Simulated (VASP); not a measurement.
Wanted: the native input for a VASP 6.6.1 run.

```
Task                   : single point
Functional             : r2SCAN
Potentials or basis    : VASP PAW PBE potentials, release 64 (Sb)
Cutoff                 : 520 eV
k mesh                 : 6 × 6 × 6
Occupations            : fermi-dirac, width 0.1 eV
Spin                   : no spin polarisation
Dipole correction      : no
Further INCAR settings : ALGO = Normal; EDIFF = 1e-06; NBANDS = 12
```

Crystal: Sb.

```
Sb
1.0
     0.00000    3.49369    3.49369
     3.49369    0.00000    3.49369
     3.49369    3.49369    0.00000
Sb
2
Direct
  0.00000 0.00000 0.00000
  0.25000 0.25000 0.25000
```

This isn't the form of Sb at room conditions, which is rhombohedral.

These files were run (other wordings do the same):

POSCAR

```
Sb
1.0
    0.0000000000      3.4936874282      3.4936874282
    3.4936874282      0.0000000000      3.4936874282
    3.4936874282      3.4936874282      0.0000000000
Sb
2
Direct
    0.0000000000      0.0000000000      0.0000000000
    0.2500000000      0.2500000000      0.2500000000
```

INCAR.step1

```
  PREC = Accurate
  ENCUT = 520
  ISMEAR = -1
  SIGMA = 0.1
  LREAL = False
  LASPH = True
  NELM = 100
  NBANDS = 12
  GGA = PE
  ALGO = Normal
  EDIFF = 1E-4
  LWAVE = True
  LCHARG = False
```

INCAR.step2

```
  PREC = Accurate
  ENCUT = 520
  EDIFF = 1E-6
  ISMEAR = -1
  SIGMA = 0.1
  LREAL = False
  LASPH = True
  NELM = 100
  ALGO = Normal
  ISIF = 2
  LWAVE = False
  LCHARG = False
  METAGGA = R2SCAN
  LMIXTAU = True
  NBANDS = 12
  ISTART = 1
```

KPOINTS

```
Automatic mesh
0
Gamma
  6 6 6
```

Potentials or basis: VASP PAW PBE potentials, release 64 (Sb).

Launch:

```bash
$ cat potpaw_PBE.64/Sb/POTCAR > POTCAR
$ cp INCAR.step1 INCAR
$ mpirun -np 1 vasp_std > vasp.out
$ cp INCAR.step2 INCAR
$ mpirun -np 1 vasp_std > vasp.out
```

It gave:

The pressure is -0.5 GPa and the band gap on the k mesh is zero (bands 5 and 6 overlap by 0.85 eV).

Caveat: the PAW data sets were made with another functional, which shifts forces and pressure a little; spin-orbit coupling is left out, which moves the levels of the heavy elements.

Wall time 74 s on 1 thread of Intel Xeon 8259CL, on a shared host, peak memory 0.25 GiB.
